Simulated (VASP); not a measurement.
# Ga (Fm-3m) in VASP: single point with PBE

Aim: the single point of Ga with PBE.

Everything below comes from runs of VASP 6.6.1. Logs are shortened: lines on timing, memory, paths and dates and some standing lists are left out, and cuts for length are marked.

### Step 1. The cell of the first run

Symmetry: Fm-3m, No. 225, cubic system. Conventional cell: a = 4.311 Å, b = 4.311 Å, c = 4.311 Å, α = 90.00°, β = 90.00°, γ = 90.00°. Ga (site symmetry m-3m) has 12 Ga at 3.05 Å within 4.0 Å.

This isn't the form of Ga at room conditions, which is orthorhombic.

### Step 2. Single point, PBE

INCAR

```
PREC = Accurate
ENCUT = 520
EDIFF = 1E-6
ISMEAR = -1
SIGMA = 0.06122561905347299
LREAL = False
LASPH = True
NELM = 80
ALGO = Normal
ISIF = 2
LWAVE = False
LCHARG = False
GGA = PE
NBANDS = 12
```

KPOINTS

```
regular mesh
0
Gamma
  44 44 44
```

POSCAR

```
Ga
1.0
    0.0000000000      2.1556339348      2.1556339348
    2.1556339348      0.0000000000      2.1556339348
    2.1556339348      2.1556339348      0.0000000000
Ga
1
Direct
    0.0000000000      0.0000000000      0.0000000000
```

Potentials or basis: VASP PAW PBE potentials, release 64 (Ga_d).

Started as:

```bash
cat potpaw_PBE.64/Ga_d/POTCAR > POTCAR
mpirun -np 1 vasp_std > vasp.out
```

OUTCAR:

```text
PREC = Accurate
   ENCUT = 520
   EDIFF = 1E-6
   ISMEAR = -1
   LREAL = False
   LASPH = True
   NELM = 80
   ISIF = 2
   GGA = PE

 ion  position               nearest neighbor table
   1  0.000  0.000  0.000-

  LATTYP: Found a face centered cubic cell.
 ALAT       =     4.3112678696

  Lattice vectors:

 A1 = (   0.0000000000,   2.1556339348,   2.1556339348)
 A2 = (   2.1556339348,   0.0000000000,   2.1556339348)
 A3 = (   2.1556339348,   2.1556339348,   0.0000000000)

Analysis of symmetry for initial positions (statically):
=====================================================================
 Subroutine PRICEL returns:
 Original cell was already a primitive cell.

 Routine SETGRP: Setting up the symmetry group for a
 face centered cubic supercell.

 Subroutine GETGRP returns: Found 48 space group operations
 (whereof 48 operations were pure point group operations)
 out of a pool of 48 trial point group operations.

The static configuration has the point symmetry O_h .

Analysis of symmetry for dynamics (positions and initial velocities):
=====================================================================
 Subroutine PRICEL returns:
 Original cell was already a primitive cell.

 Routine SETGRP: Setting up the symmetry group for a
 face centered cubic supercell.

 Subroutine GETGRP returns: Found 48 space group operations
 (whereof 48 operations were pure point group operations)
 out of a pool of 48 trial point group operations.

The dynamic configuration has the point symmetry O_h .

 Subroutine INISYM returns: Found 48 space group operations
 (whereof 48 operations are pure point group operations),
 and found     1 'primitive' translations

----------------------------------------------------------------------------------------

                                     Primitive cell

  volume of cell :      20.0334

  direct lattice vectors                    reciprocal lattice vectors
     0.000000000  2.155633935  2.155633935    -0.231950329  0.231950329  0.231950329
     2.155633935  0.000000000  2.155633935     0.231950329 -0.231950329  0.231950329
     2.155633935  2.155633935  0.000000000     0.231950329  0.231950329 -0.231950329

  length of vectors
     3.048526746  3.048526746  3.048526746     0.401749754  0.401749754  0.401749754

  position of ions in fractional coordinates (direct lattice)
     0.000000000  0.000000000  0.000000000

  ion indices of the primitive-cell ions
   primitive index   ion index
                 1           1

----------------------------------------------------------------------------------------

 KPOINTS: regular mesh

Automatic generation of k-mesh.
 Grid dimensions read from file:
 generate k-points for:   44   44   44

 Generating k-lattice:

  Cartesian coordinates                     Fractional coordinates (reciprocal lattice)
    -0.005271598  0.005271598  0.005271598     0.022727273  0.000000000  0.000000000
     0.005271598 -0.005271598  0.005271598     0.000000000  0.022727273  0.000000000
     0.005271598  0.005271598 -0.005271598     0.000000000  0.000000000  0.022727273

  Length of vectors
     0.009130676  0.009130676  0.009130676

  Shift w.r.t. Gamma in fractional coordinates (k-lattice)
     0.000000000  0.000000000  0.000000000

 Subroutine IBZKPT returns following result:
 ===========================================

 Found   2168 irreducible k-points:

 Following reciprocal coordinates:
            Coordinates               Weight
  0.000000  0.000000  0.000000      1.000000
  0.022727  0.000000  0.000000      8.000000
  0.045455  0.000000  0.000000      8.000000
  0.068182  0.000000  0.000000      8.000000
  0.090909  0.000000  0.000000      8.000000
  0.113636  0.000000  0.000000      8.000000
[... 16 lines left out ...]
  0.500000  0.000000  0.000000      4.000000
  0.022727  0.022727  0.000000      6.000000
 [... further k-points ...]
   k-points           NKPTS =   2168   k-points in BZ     NKDIM =   2168   number of bands    NBANDS=     12
   number of dos      NEDOS =    301   number of ions     NIONS =      1
   total plane-waves  NPLWV =  13824
   dimension x,y,z NGX =    24 NGY =   24 NGZ =   24
   dimension x,y,z NGXF=    48 NGYF=   48 NGZF=   48
   ions per type =               1
   NGX,Y,Z   is equivalent  to a cutoff of  13.09, 13.09, 13.09 a.u.
   NGXF,Y,Z  is equivalent  to a cutoff of  26.18, 26.18, 26.18 a.u.
 SYSTEM =  unknown system
   PREC   = accura    normal or accurate (medium, high low for compatibility)
   ISTART =      0    job   : 0-new  1-cont  2-samecut
   ICHARG =      2    charge: 1-file 2-atom 10-const
   ISPIN  =      1    spin polarized calculation?
   LNONCOLLINEAR =      F non collinear calculations
   LSORBIT =      F    spin-orbit coupling
   LASPH  =      T    aspherical Exc in radial PAW
   ENCUT  =  520.0 eV  38.22 Ry    6.18 a.u.   5.67  5.67  5.67*2*pi/ulx,y,z
   NELM   =     80;   NELMIN=  2; NELMDL= -5     # of ELM steps
   EDIFF  = 0.1E-05   stopping-criterion for ELM
   LREAL  =      F    real-space projection
   EDIFFG = 0.1E-04   stopping-criterion for IOM
   NSW    =      0    number of steps for IOM
   IBRION =     -1    ionic relax: 0-MD 1-quasi-New 2-CG
   NFREE  =      0    steps in history (QN), initial steepest desc. (CG)
   ISIF   =      2    stress and relaxation
   ISYM   =      2    0-nonsym 1-usesym 2-fastsym
   POTIM  = 0.5000    time-step for ionic-motion
   TEBEG  =    0.0;   TEEND  =   0.0 temperature during run
   PSTRESS=    0.0 pullay stress
   NELECT =      13.0000    total number of electrons
   NUPDOWN=      -1.0000    fix difference up-down
   EMIN   =  10.00;   EMAX   =-10.00  energy-range for DOS
   EFERMI =   0.00;   METHOD = LEGACY
   ISMEAR =    -1;   SIGMA  =   0.06  broadening in eV -4-tet -1-fermi 0-gaus
   EFERMI_NEDOS =   21; number of points for ismear=-14 and -15
   IALGO  =     38    algorithm
   IMIX   =      4    mixing-type and parameters
     AMIX     =   0.40;   BMIX     =  1.00
     AMIX_MAG =   1.60;   BMIX_MAG =  1.00
  volume/ion in A,a.u.               =      20.03       135.19
  Fermi-wavevector in a.u.,A,eV,Ry     =   1.417330  2.678365 27.331709  2.008824
  Thomas-Fermi vector in A             =   2.538571
   LORBIT       =      0    0 simple, 1 ext, 2 COOP (PROOUT), +10 PAW based schemes
   GGA     = PE    functional components
   LHFCALC =     F    Hartree Fock is set to
   AEXX    =    0.0000 exact exchange contribution
   IVDW    =     0    specifies the selected vdW correction
   LEPSILON=     F    determine dielectric tensor
   LRPA    =     F    only Hartree local field effects (RPA)
 non-spin polarized calculation
  energy-cutoff  :      520.00
  volume of cell :       20.03
 maximum number of plane-waves:       560
   NGX = 11   NGY = 11   NGZ = 11

 number of electron      12.9999995 magnetization

 Free energy of the ion-electron system (eV)
  ---------------------------------------------------
  ext. energy  EPLUGINS =         0.00000000
  ---------------------------------------------------
  free energy    TOTEN  =        -2.88192162 eV

  energy without entropy =       -2.87668056  energy(sigma->0) =       -2.87930109

 E-fermi :   5.0268     XC(G=0): -10.7248

 val. band max:        5.0265677174   @ k =  -0.3409   0.3409   0.0227
 cond. band min:       5.0281719476   @ k =   0.5000   0.4318   0.0682
 fundamental gap:      0.0016042302
 Fermi energy:         5.0268283554

 k-point     1 :       0.0000    0.0000    0.0000
  band No.  band energies     occupation
      1      -9.8388      2.00000
      2      -9.8388      2.00000
      3      -9.8388      2.00000
      4      -9.7359      2.00000
      5      -9.7359      2.00000
      6      -5.5820      2.00000
      7      16.5831      0.00000
      8      16.5831      0.00000
      9      16.5831      0.00000
     10      20.5207      0.00000
     11      20.5708      0.00000
     12      20.5708      0.00000

 k-point     2 :       0.0227    0.0000    0.0000
  band No.  band energies     occupation
      1      -9.8389      2.00000
      2      -9.8382      2.00000
      3      -9.8382      2.00000
      4      -9.7360      2.00000
      5      -9.7360      2.00000
      6      -5.5694      2.00000
      7      16.4056      0.00000
      8      16.5558      0.00000
      9      16.5558      0.00000
     10      20.0359      0.00000
     11      20.6159      0.00000
     12      20.6159      0.00000

 k-point     3 :       0.0455    0.0000    0.0000
  band No.  band energies     occupation
      1      -9.8393      2.00000
      2      -9.8366      2.00000
      3      -9.8366      2.00000
      4      -9.7363      2.00000
      5      -9.7363      2.00000
      6      -5.5313      2.00000
      7      15.9224      0.00000
      8      16.4778      0.00000
      9      16.4778      0.00000
     10      19.6899      0.00000
     11      20.7463      0.00000
     12      20.7463      0.00000
[... 286 lines left out ...]
 k-point    23 :       0.5000    0.0000    0.0000
  band No.  band energies     occupation
      1      -9.8958      2.00000
      2      -9.8343      2.00000
      3      -9.8343      2.00000
      4      -9.6465      2.00000
      5      -9.6465      2.00000
      6       0.1087      2.00000
      7       1.3339      2.00000
      8      14.3721      0.00000
      9      14.3721      0.00000
     10      19.0985      0.00000
     11      19.0985      0.00000
     12      19.3363      0.00000

 k-point    24 :       0.0227    0.0227    0.0000
  band No.  band energies     occupation
      1      -9.8395      2.00000
      2      -9.8378      2.00000
      3      -9.8378      2.00000
      4      -9.7366      2.00000
      5      -9.7355      2.00000
      6      -5.5652      2.00000
      7      16.4622      0.00000
      8      16.4622      0.00000
      9      16.5182      0.00000
     10      19.8781      0.00000
     11      20.7192      0.00000
     12      20.7192      0.00000

 [... further k-points ...]

------------------------ aborting loop because EDIFF is reached ----------------------------------------

  FORCE on cell =-STRESS in cart. coord.  units (eV):
  Direction    XX          YY          ZZ          XY          YZ          ZX
  --------------------------------------------------------------------------------------
  -------------------------------------------------------------------------------------
  Total       -0.2967272     -0.2967272     -0.2967272      0.0000000      0.0000000     -0.0000000
  in kB      -23.7308319    -23.7308319    -23.7308319      0.0000000      0.0000000     -0.0000000
  external PRESSURE =     -23.7308319 kB  Pullay stress =       0.0000000 kB

 VOLUME and BASIS-vectors are now :
 -----------------------------------------------------------------------------
  energy-cutoff  :      520.00
  volume of cell :       20.03
      direct lattice vectors                 reciprocal lattice vectors
     0.000000000  2.155633935  2.155633935    -0.231950329  0.231950329  0.231950329
     2.155633935  0.000000000  2.155633935     0.231950329 -0.231950329  0.231950329
     2.155633935  2.155633935  0.000000000     0.231950329  0.231950329 -0.231950329

 POSITION                                       TOTAL-FORCE (eV/Angst)
 -----------------------------------------------------------------------------------
      0.00000      0.00000      0.00000         0.000000      0.000000      0.000000
 -----------------------------------------------------------------------------------
    total drift:                               -0.000000     -0.000000     -0.000000

  FREE ENERGIE OF THE ION-ELECTRON SYSTEM (eV)
  ---------------------------------------------------
  free  energy   TOTEN  =        -2.8819216178 eV

  energy  without entropy=       -2.8766805639  energy(sigma->0) =       -2.87930109
```

Wall time 11 min (1 thread of Oxide Virtual Turin-like, shared host); peak memory 0.53 GiB.

What came out:

```yaml
Free_energy: -2.8819 eV
Pressure: -2.4 GPa
Band_gap_on_the_k_mesh: zero (an odd number of electrons rules out a gap without spin polarisation)
```
